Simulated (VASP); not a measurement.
A run of VASP 6.6.1 is set up as follows.

File INCAR:

```
ALGO = Normal
EDIFF = 1E-7
ENCUT = 520
GGA = PE
ISIF = 2
ISMEAR = 0
LASPH = True
LCHARG = False
LREAL = False
LWAVE = False
NBANDS = 31
NELM = 80
PREC = Accurate
SIGMA = 0.1
```

The input KPOINTS:

```
k-points
0
Gamma
  6 6 4
```

POSCAR

```
MgCd2S3
1.0
    4.2427444000      0.0000000000      0.0000000000
   -2.1213722000      3.6743244300      0.0000000000
    0.0000000000      0.0000000000      7.4502277200
Mg Cd S
1 2 3
Direct
    0.0000000000      0.0000000000      0.5000000000
    0.6666666700      0.3333333300      0.1857560900
    0.3333333300      0.6666666700      0.8142439100
    0.6666666700      0.3333333300      0.8504758500
    0.3333333300      0.6666666700      0.1495241500
    0.0000000000      0.0000000000      0.0000000000
```

Potentials or basis: VASP PAW PBE potentials, release 64 (Mg, Cd, S).

Run with:

```console
$ cat potpaw_PBE.64/Mg/POTCAR potpaw_PBE.64/Cd/POTCAR potpaw_PBE.64/S/POTCAR > POTCAR
$ mpirun -np 1 vasp_std > vasp.out
```

Question: Predict the largest force.

Answer: 2.785 eV/Å.

Question: Estimate the band gap on the k mesh.

Answer: Zero (bands 22 and 23 overlap by 1.70 eV).

Question: Predict the pressure.

Answer: 20.3 GPa.

Stress tensor (GPa, compression positive):
```
22.34  0.00  0.00
 0.00 22.34  0.00
 0.00  0.00 16.31
```

Caveat: the stress differs along the axes, from 16 to 22 GPa; forces of over 1 eV/Å act on the atoms, so gaps and moduli don't describe the material at rest.
